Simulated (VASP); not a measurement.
# LiCl (P6_3/mmc) in VASP: single point with HSE06

Aim: the single point of LiCl with HSE06.

All numbers are computed with VASP 6.6.1; they aren't measurements. Logs are shortened: lines on timing, memory, paths and dates and some standing lists are left out, and cuts for length are marked.

### Step 1. The cell of the first run

Symmetry: P6_3/mmc, No. 194, hexagonal system. The conventional cell has a = 3.575 Å, b = 3.575 Å, c = 6.024 Å, α = 90.00°, β = 90.00°, γ = 120.00°. Within 3.4 Å of Li (site symmetry -3m) lie 6 Cl at 2.56 Å and 2 Li at 3.01 Å. Cl (site symmetry -6m2) has 6 Li at 2.56 Å within 3.4 Å.

### Step 2. Single point, HSE06

File POSCAR:

```
LiCl
1.0
    3.5749486091      0.0000000000      0.0000000000
   -1.7874743045      3.0959963127      0.0000000000
    0.0000000000      0.0000000000      6.0240820259
Li Cl
2 2
Direct
    0.0000000000      0.0000000000      0.0000000000
    0.0000000000      0.0000000000      0.5000000000
    0.3333333333      0.6666666667      0.2500000000
    0.6666666667      0.3333333333      0.7500000000
```

File INCAR.step1:

```
SYSTEM = LiCl
  ALGO = Normal
  EDIFF = 1E-5
  ENCUT = 520
  GGA = PE
  ISIF = 2
  ISMEAR = 0
  LASPH = .True.
  LCHARG = .False.
  LREAL = .False.
  LWAVE = .True.
  NBANDS = 18
  NELM = 80
  PREC = Accurate
  SIGMA = 0.01
```

File INCAR.step2:

```
SYSTEM = LiCl
  ALGO = Normal
  EDIFF = 1E-7
  ENCUT = 520
  GGA = PE
  HFSCREEN = 0.2079
  ISIF = 2
  ISMEAR = 0
  ISTART = 1
  LASPH = .True.
  LCHARG = .False.
  LHFCALC = .True.
  LREAL = .False.
  LWAVE = .False.
  NBANDS = 18
  NELM = 80
  PREC = Accurate
  PRECFOCK = Normal
  SIGMA = 0.01
```

File KPOINTS:

```
k-points
0
Gamma
  6 6 2
  0 0 0
```

Potentials or basis: VASP PAW PBE potentials, release 64 (Li_sv, Cl).

The run is started by

```
> cat potpaw_PBE.64/Li_sv/POTCAR potpaw_PBE.64/Cl/POTCAR > POTCAR
> cp INCAR.step1 INCAR
> mpirun -np 1 vasp_std > vasp.out
> cp INCAR.step2 INCAR
> mpirun -np 1 vasp_std > vasp.out
```

OUTCAR:

```text
SYSTEM = LiCl
   EDIFF = 1E-7
   ENCUT = 520
   GGA = PE
   HFSCREEN = 0.2079
   ISIF = 2
   ISMEAR = 0
   ISTART = 1
   LASPH = .True.
   LHFCALC = .True.
   LREAL = .False.
   NELM = 80
   PREC = Accurate
   PRECFOCK = Normal

 ion  position               nearest neighbor table
   1  0.000  0.000  0.000-   3 2.56   4 2.56   3 2.56   4 2.56   4 2.56   3 2.56
   2  0.000  0.000  0.500-   3 2.56   4 2.56   3 2.56   4 2.56   4 2.56   3 2.56
   3  0.333  0.667  0.250-   1 2.56   2 2.56   1 2.56   2 2.56   1 2.56   2 2.56
   4  0.667  0.333  0.750-   1 2.56   2 2.56   1 2.56   2 2.56   1 2.56   2 2.56

  LATTYP: Found a hexagonal cell.
 ALAT       =     3.5749486091
 C/A-ratio  =     1.6850821325

  Lattice vectors:

 A1 = (   3.5749486091,   0.0000000000,   0.0000000000)
 A2 = (  -1.7874743045,   3.0959963127,   0.0000000000)
 A3 = (   0.0000000000,   0.0000000000,   6.0240820259)

Analysis of symmetry for initial positions (statically):
=====================================================================
 Subroutine PRICEL returns:
 Original cell was already a primitive cell.

 Routine SETGRP: Setting up the symmetry group for a
 hexagonal supercell.

 Subroutine GETGRP returns: Found 24 space group operations
 (whereof 12 operations were pure point group operations)
 out of a pool of 24 trial point group operations.

The static configuration has the point symmetry D_3d.
 The point group associated with its full space group is D_6h.

Analysis of symmetry for dynamics (positions and initial velocities):
=====================================================================
 Subroutine PRICEL returns:
 Original cell was already a primitive cell.

 Routine SETGRP: Setting up the symmetry group for a
 hexagonal supercell.

 Subroutine GETGRP returns: Found 24 space group operations
 (whereof 12 operations were pure point group operations)
 out of a pool of 24 trial point group operations.

The dynamic configuration has the point symmetry D_3d.
 The point group associated with its full space group is D_6h.

 Subroutine INISYM returns: Found 24 space group operations
 (whereof 12 operations are pure point group operations),
 and found     1 'primitive' translations

----------------------------------------------------------------------------------------

                                     Primitive cell

  volume of cell :      66.6747

  direct lattice vectors                    reciprocal lattice vectors
     3.574948609  0.000000000  0.000000000     0.279724301  0.161498900  0.000000000
    -1.787474305  3.095996313  0.000000000     0.000000000  0.322997801  0.000000000
     0.000000000  0.000000000  6.024082026     0.000000000  0.000000000  0.166000396

  length of vectors
     3.574948609  3.574948609  6.024082026     0.322997801  0.322997801  0.166000396

  position of ions in fractional coordinates (direct lattice)
     0.000000000  0.000000000  0.000000000
     0.000000000  0.000000000  0.500000000
     0.333333333  0.666666667  0.250000000
     0.666666667  0.333333333  0.750000000

  ion indices of the primitive-cell ions
   primitive index   ion index
                 1           1
                 2           2
                 3           3
                 4           4

----------------------------------------------------------------------------------------

 KPOINTS: k-points

Automatic generation of k-mesh.
 Grid dimensions read from file:
 generate k-points for:    6    6    2

 Generating k-lattice:

  Cartesian coordinates                     Fractional coordinates (reciprocal lattice)
     0.046620717  0.026916483  0.000000000     0.166666667  0.000000000  0.000000000
     0.000000000  0.053832967  0.000000000     0.000000000  0.166666667  0.000000000
     0.000000000  0.000000000  0.083000198     0.000000000  0.000000000  0.500000000

  Length of vectors
     0.053832967  0.053832967  0.083000198

  Shift w.r.t. Gamma in fractional coordinates (k-lattice)
     0.000000000  0.000000000  0.000000000

 Subroutine IBZKPT returns following result:
 ===========================================

 Found     14 irreducible k-points:

 Following reciprocal coordinates:
            Coordinates               Weight
  0.000000  0.000000  0.000000      1.000000
  0.166667  0.000000  0.000000      6.000000
  0.333333  0.000000  0.000000      6.000000
  0.500000  0.000000  0.000000      3.000000
  0.166667  0.166667  0.000000      6.000000
  0.333333  0.166667  0.000000     12.000000
  0.333333  0.333333  0.000000      2.000000
  0.000000  0.000000  0.500000      1.000000
  0.166667  0.000000  0.500000      6.000000
  0.333333  0.000000  0.500000      6.000000
  0.500000  0.000000  0.500000      3.000000
  0.166667  0.166667  0.500000      6.000000
  0.333333  0.166667  0.500000     12.000000
  0.333333  0.333333  0.500000      2.000000
   k-points           NKPTS =     14   k-points in BZ     NKDIM =     72   number of bands    NBANDS=     18
   number of dos      NEDOS =    301   number of ions     NIONS =      4
   total plane-waves  NPLWV =  37632
   dimension x,y,z NGX =    28 NGY =   28 NGZ =   48
   dimension x,y,z NGXF=    56 NGYF=   56 NGZF=   96
   ions per type =               2   2
   NGX,Y,Z   is equivalent  to a cutoff of  13.02, 13.02, 13.25 a.u.
   NGXF,Y,Z  is equivalent  to a cutoff of  26.04, 26.04, 26.49 a.u.
 SYSTEM =  LiCl
   PREC   = accura    normal or accurate (medium, high low for compatibility)
   ISTART =      1    job   : 0-new  1-cont  2-samecut
   ICHARG =      0    charge: 1-file 2-atom 10-const
   ISPIN  =      1    spin polarized calculation?
   LNONCOLLINEAR =      F non collinear calculations
   LSORBIT =      F    spin-orbit coupling
   LASPH  =      T    aspherical Exc in radial PAW
   ENCUT  =  520.0 eV  38.22 Ry    6.18 a.u.   6.65  6.65 11.20*2*pi/ulx,y,z
   NELM   =     80;   NELMIN=  2; NELMDL=  0     # of ELM steps
   EDIFF  = 0.1E-06   stopping-criterion for ELM
   LREAL  =      F    real-space projection
   EDIFFG = 0.1E-05   stopping-criterion for IOM
   NSW    =      0    number of steps for IOM
   IBRION =     -1    ionic relax: 0-MD 1-quasi-New 2-CG
   NFREE  =      0    steps in history (QN), initial steepest desc. (CG)
   ISIF   =      2    stress and relaxation
   ISYM   =      3    0-nonsym 1-usesym 2-fastsym
   POTIM  = 0.5000    time-step for ionic-motion
   TEBEG  =    0.0;   TEEND  =   0.0 temperature during run
   PSTRESS=    0.0 pullay stress
   NELECT =      20.0000    total number of electrons
   NUPDOWN=      -1.0000    fix difference up-down
   EMIN   =  10.00;   EMAX   =-10.00  energy-range for DOS
   EFERMI =   0.00;   METHOD = LEGACY
   ISMEAR =     0;   SIGMA  =   0.01  broadening in eV -4-tet -1-fermi 0-gaus
   EFERMI_NEDOS =   21; number of points for ismear=-14 and -15
   IALGO  =     38    algorithm
   IMIX   =      1    mixing-type and parameters
     AMIX     =   0.40;   BMIX     =  1.00
     AMIX_MAG =   1.60;   BMIX_MAG =  1.00
  volume/ion in A,a.u.               =      16.67       112.49
  Fermi-wavevector in a.u.,A,eV,Ry     =   1.095884  2.070920 16.340067  1.200961
  Thomas-Fermi vector in A             =   2.232216
   LORBIT       =      0    0 simple, 1 ext, 2 COOP (PROOUT), +10 PAW based schemes
   GGA     = PE    functional components
   LHFCALC =     T    Hartree Fock is set to
   PRECFOCK=normal    Normal, Fast or Accurate (Low or Medium for compatibility)
   ENCUT4O =  -1.0   cutoff for four orbital integrals eV
   NKREDX  =     1    reduce k-point grid by
   NKREDY  =     1    reduce k-point grid by
   NKREDZ  =     1    reduce k-point grid by
   AEXX    =    0.2500 exact exchange contribution
   HFSCREEN=    0.2079 screening length (either q_TF or 0.3 A-1)
   HFSCREENC=   0.2079 screening length for correlation (either q_TF or 0.3 A-1)
   ENCUTFOCK=  -1.0 apply spherical cutoff to Coloumb kernel
   IVDW    =     0    specifies the selected vdW correction
   LEPSILON=     F    determine dielectric tensor
   LRPA    =     F    only Hartree local field effects (RPA)
 non-spin polarized calculation
 Gauss-broadening in eV      SIGMA  =   0.01
  energy-cutoff  :      520.00
  volume of cell :       66.67
 maximum number of plane-waves:      1834
 NGX is ok and might be reduce to    28
  NGX = 20; NGY = 20; NGZ = 36

 number of electron      19.9999997 magnetization

 Free energy of the ion-electron system (eV)
  ---------------------------------------------------
  ext. energy  EPLUGINS =         0.00000000
  ---------------------------------------------------
  free energy    TOTEN  =       -16.85672829 eV

  energy without entropy =      -16.85672829  energy(sigma->0) =      -16.85672829

 E-fermi :  -0.1782     XC(G=0):  -7.2991

 val. band max:       -0.2468914789   @ k =   0.0000   0.0000   0.0000
 cond. band min:       7.5132223843   @ k =   0.0000   0.0000   0.0000
 fundamental gap:      7.7601138632
 Fermi energy:        -0.1782160460

 k-point     1 :       0.0000    0.0000    0.0000
  band No.  band energies     occupation
      1     -46.5800      2.00000
      2     -46.5721      2.00000
      3     -15.0085      2.00000
      4     -14.4306      2.00000
      5      -3.4151      2.00000
      6      -0.4784      2.00000
[... 10 lines left out ...]
     17      13.9419      0.00000
     18      13.9491      0.00000

 k-point     2 :       0.1667    0.0000    0.0000
  band No.  band energies     occupation
      1     -46.5794      2.00000
      2     -46.5715      2.00000
      3     -14.8708      2.00000
      4     -14.3357      2.00000
      5      -3.2187      2.00000
      6      -1.3899      2.00000
[... 10 lines left out ...]
     17      12.4173      0.00000
     18      13.5475      0.00000

 k-point     3 :       0.3333    0.0000    0.0000
  band No.  band energies     occupation
      1     -46.5781      2.00000
      2     -46.5702      2.00000
      3     -14.5515      2.00000
      4     -14.1584      2.00000
      5      -2.7017      2.00000
      6      -2.6924      2.00000
[... 202 lines left out ...]
 k-point    13 :       0.3333    0.1667    0.5000
  band No.  band energies     occupation
      1     -46.5735      2.00000
      2     -46.5735      2.00000
      3     -14.2237      2.00000
      4     -14.2237      2.00000
      5      -3.1306      2.00000
      6      -3.1306      2.00000
[... 10 lines left out ...]
     17      13.3934      0.00000
     18      13.3934      0.00000

 k-point    14 :       0.3333    0.3333    0.5000
  band No.  band energies     occupation
      1     -46.5732      2.00000
      2     -46.5732      2.00000
      3     -14.1533      2.00000
      4     -14.1533      2.00000
      5      -2.9314      2.00000
      6      -2.9314      2.00000
[... 10 lines left out ...]
     17      12.8684      0.00000
     18      12.8684      0.00000

------------------------ aborting loop because EDIFF is reached ----------------------------------------

  FORCE on cell =-STRESS in cart. coord.  units (eV):
  Direction    XX          YY          ZZ          XY          YZ          ZX
  --------------------------------------------------------------------------------------
  -------------------------------------------------------------------------------------
  Total       -0.0187327     -0.0187327     -0.0100574     -0.0000000     -0.0000000      0.0000000
  in kB       -0.4501422     -0.4501422     -0.2416775     -0.0000000     -0.0000000      0.0000000
  external PRESSURE =      -0.3806540 kB  Pullay stress =       0.0000000 kB

 VOLUME and BASIS-vectors are now :
 -----------------------------------------------------------------------------
  energy-cutoff  :      520.00
  volume of cell :       66.67
      direct lattice vectors                 reciprocal lattice vectors
     3.574948609  0.000000000  0.000000000     0.279724301  0.161498900  0.000000000
    -1.787474305  3.095996313  0.000000000     0.000000000  0.322997801  0.000000000
     0.000000000  0.000000000  6.024082026     0.000000000  0.000000000  0.166000396

 POSITION                                       TOTAL-FORCE (eV/Angst)
 -----------------------------------------------------------------------------------
      0.00000      0.00000      0.00000        -0.000000      0.000000     -0.000000
      0.00000      0.00000      3.01204        -0.000000      0.000000     -0.000000
     -0.00000      2.06400      1.50602        -0.000000      0.000000      0.000000
      1.78747      1.03200      4.51806         0.000000     -0.000000     -0.000000
 -----------------------------------------------------------------------------------
    total drift:                                0.000001      0.000001     -0.000001

  FREE ENERGIE OF THE ION-ELECTRON SYSTEM (eV)
  ---------------------------------------------------
  free  energy   TOTEN  =       -16.8567282900 eV

  energy  without entropy=      -16.8567282900  energy(sigma->0) =      -16.85672829
```

Run time: 8.7 min. Hardware: 1 thread of Intel Xeon Platinum 8488C (Sapphire Rapids), shared host; peak memory 0.29 GiB.

What came out:

* Free energy: -16.8567 eV
* Band gap on the k mesh: 7.76 eV, direct

Caveat: the k points lie up to 0.52 Å⁻¹ apart; the cutoff is under 1.25 times the usual one of these potentials, so pressure, stress and relaxed cells hold a basis-set (Pulay) error; the PAW data sets were made with another functional, which shifts forces and pressure a little.
